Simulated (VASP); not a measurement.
A run of VASP 6.6.1 is set up as follows.

POSCAR

```
TePb
1.0
    4.4585851537      0.0000000000      0.0000000000
   -2.2292925769      3.8612480081      0.0000000000
    0.0000000000      0.0000000000      4.2079892961
Pb Te
1 1
Direct
    0.0000000000      0.0000000000      0.0000000000
    0.6666666667      0.3333333333      0.5000000000
```

The input INCAR.step1:

```
SYSTEM = TePb
  PREC = Accurate
  ENCUT = 600
  ISMEAR = 0
  SIGMA = 0.05
  LREAL = .FALSE.
  LASPH = .TRUE.
  NELM = 60
  GGA = PE
  ALGO = Normal
  EDIFF = 1E-4
  LWAVE = .TRUE.
  LCHARG = .FALSE.
```

The input INCAR.step2:

```
SYSTEM = TePb
  PREC = Accurate
  ENCUT = 600
  EDIFF = 1E-6
  ISMEAR = 0
  SIGMA = 0.05
  LREAL = .FALSE.
  LASPH = .TRUE.
  NELM = 60
  ALGO = Normal
  ISIF = 4
  LWAVE = .FALSE.
  LCHARG = .FALSE.
  METAGGA = R2SCAN
  LMIXTAU = .TRUE.
  IBRION = 2
  NSW = 60
  EDIFFG = -0.01
  ISTART = 1
```

Contents of KPOINTS:

```
regular mesh
0
G
  10 10 8
  0 0 0
```

Potentials or basis: VASP PAW PBE potentials, release 64 (Pb_d, Te).

The run is started by

```console
$ cat potpaw_PBE.64/Pb_d/POTCAR potpaw_PBE.64/Te/POTCAR > POTCAR
$ cp INCAR.step1 INCAR
$ mpirun -np 1 vasp_std > vasp.out
$ cp INCAR.step2 INCAR
$ mpirun -np 1 vasp_std > vasp.out
```

(1) What does it give for the band gap on the k mesh?

Answers

(1) zero (bands 10 and 11 overlap by 0.38 eV).

Caveat: semilocal functionals underestimate gaps, and a narrow one can read as zero; spin-orbit coupling is left out, which moves the levels of the heavy elements.
